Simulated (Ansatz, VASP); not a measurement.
## One calculation of ZnS, two programs

The input POSCAR:

```
ZnS
1.0
    3.8097909153     -0.0847375666     -0.0146169733
   -1.9782803429      3.3152818175      0.0030269505
   -0.0239822477     -0.0081115046      6.1549505443
Zn S
2 2
Direct
    0.3472539347      0.7057755736     -0.0023986595
    0.6741136890      0.3322627769      0.4929701212
    0.3148956427      0.6418009261      0.3731558112
    0.6637367336      0.3201607234      0.9062727272
```

INCAR.step1

```
SYSTEM = ZnS
ALGO = Normal
EDIFF = 1E-4
ENCUT = 520
GGA = PE
ISMEAR = 0
LASPH = .True.
LCHARG = .False.
LREAL = .False.
LWAVE = .True.
NBANDS = 26
NELM = 80
PREC = Accurate
SIGMA = 0.05
```

Contents of INCAR.step2:

```
SYSTEM = ZnS
ALGO = Normal
EDIFF = 1E-7
ENCUT = 520
ISIF = 2
ISMEAR = 0
ISTART = 1
LASPH = .True.
LCHARG = .True.
LELF = .True.
LMIXTAU = .True.
LREAL = .False.
LVHAR = .True.
LWAVE = .False.
METAGGA = R2SCAN
NBANDS = 26
NELM = 80
PREC = Accurate
SIGMA = 0.05
```

KPOINTS

```
k-points
0
Gamma
  6 6 4
  0 0 0
```

Input for Ansatz:

```yaml
crystal:
  lattice:
    - [3.8097909153, -0.0847375666, -0.0146169733]
    - [-1.9782803429, 3.3152818175, 0.0030269505]
    - [-0.0239822477, -0.0081115046, 6.1549505443]
  atoms:
    - { symbol: Zn, position: [0.3472539347, 0.7057755736, -0.0023986595] }
    - { symbol: Zn, position: [0.674113689, 0.3322627769, 0.4929701212] }
    - { symbol: S, position: [0.3148956427, 0.6418009261, 0.3731558112] }
    - { symbol: S, position: [0.6637367336, 0.3201607234, 0.9062727272] }
basis:
  ecutwfc: 500
kpoints:
  mp_grid: { grid: [6, 6, 4] }
hamiltonian:
  xc: r2scan
scf:
  occupations: { method: gaussian, width: 0.05 }
output:
  forces: true
  stress: true
  eigenvalues: true
```

Change from the starting cell: all atoms moved at random (sigma 0.1 Å a component), cell strained at random (sigma 0.03).

Alike in both runs: task single point; functional r2SCAN; k mesh 6 × 6 × 4; occupations gaussian, width 0.05 eV; no spin polarisation.

|  | VASP | Ansatz |
| --- | --- | --- |
| version | VASP 6.6.1 | Ansatz 0.2.0 |
| potentials or method | VASP PAW PBE potentials, release 64 (Zn, S), cutoff 520 eV | scalar-relativistic, plane waves, PAW |
| valence electrons in the cell | 36 | 36 |

```csv
,VASP,Ansatz,Ansatz less VASP
gap on the k mesh at the Fermi level (eV),2.76,2.75,-0.010
least direct gap on the mesh (eV),2.76,2.75,-0.010
pressure (GPa),4.3,4.2,-0.13
"traceless stress, the component that is largest in VASP (GPa)",4.48,4.41,-0.069
rms of the force components (eV/Å),1.129,1.118,-0.0102
```

VASP's potentials were made for PBE, not for r2SCAN. Atom by atom the forces differ by 0.013 eV/Å (rms over components).
